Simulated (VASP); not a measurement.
Wanted: the native input for a VASP 6.6.1 run.

| Property | Result |
| --- | --- |
| Task | single point |
| Functional | r2SCAN |
| Potentials or basis | VASP PAW PBE potentials, release 64 (Hf_pv) |
| Cutoff | 520 eV |
| k mesh | 14 × 14 × 14 |
| Occupations | gaussian, width 0.1 eV |
| Spin | no spin polarisation |
| Dipole correction | no |
| Further INCAR settings | ALGO = Normal; EDIFF = 1e-07; NBANDS = 17 |

The system is Hf.

```
CELL_PARAMETERS angstrom
0.00000 3.23644 3.23644
3.23644 0.00000 3.23644
3.23644 3.23644 0.00000
ATOMIC_POSITIONS crystal
Hf 0.00000 0.00000 0.00000
Hf 0.25000 0.25000 0.25000
```

This isn't the form of Hf at room conditions, which is hcp.

These files were run (other wordings do the same):

POSCAR

```
Hf
1.0
    0.0000000000      3.2364373054      3.2364373054
    3.2364373054      0.0000000000      3.2364373054
    3.2364373054      3.2364373054      0.0000000000
Hf
2
Direct
    0.0000000000      0.0000000000      0.0000000000
    0.2500000000      0.2500000000      0.2500000000
```

INCAR.step1

```
ALGO     = Normal         # electronic algorithm
EDIFF    = 1E-4           # SCF threshold, eV
ENCUT    = 520            # plane-wave cutoff, eV
GGA      = PE             # functional
ISMEAR   = 0              # smearing method
LASPH    = T              # aspherical terms in the spheres
LCHARG   = F              # write CHGCAR
LREAL    = F              # projectors in reciprocal space
LWAVE    = T              # write WAVECAR
NBANDS   = 17             # bands
NELM     = 60             # most SCF steps
PREC     = Accurate       # precision mode
SIGMA    = 0.1            # smearing width, eV
```

INCAR.step2

```
ALGO     = Normal         # electronic algorithm
EDIFF    = 1E-7           # SCF threshold, eV
ENCUT    = 520            # plane-wave cutoff, eV
ISIF     = 2              # what is computed and relaxed
ISMEAR   = 0              # smearing method
ISTART   = 1            
LASPH    = T              # aspherical terms in the spheres
LCHARG   = F              # write CHGCAR
LMIXTAU  = T            
LREAL    = F              # projectors in reciprocal space
LWAVE    = F              # write WAVECAR
METAGGA  = R2SCAN         # meta-GGA
NBANDS   = 17             # bands
NELM     = 60             # most SCF steps
PREC     = Accurate       # precision mode
SIGMA    = 0.1            # smearing width, eV
```

KPOINTS

```
k-points
0
Gamma
  14 14 14
```

Potentials or basis: VASP PAW PBE potentials, release 64 (Hf_pv).

The run is started by

```console
$ cat potpaw_PBE.64/Hf_pv/POTCAR > POTCAR
$ cp INCAR.step1 INCAR
$ mpirun -np 1 vasp_std > vasp.out
$ cp INCAR.step2 INCAR
$ mpirun -np 1 vasp_std > vasp.out
```

Results of the run:

```json
{
  "Pressure": "-0.1 GPa",
  "Band gap on the k mesh": "zero (bands 10 and 11 overlap by 0.70 eV)"
}
```

Caveat: the PAW data sets were made with another functional, which shifts forces and pressure a little; spin-orbit coupling is left out, which moves the levels of the heavy elements.

Run time: 9.9 min on 1 thread of Intel(R) Xeon(R) Platinum 8259CL CPU @ 2.50GHz (Skylake/Cascade Lake), on a shared host, peak memory 0.28 GiB.
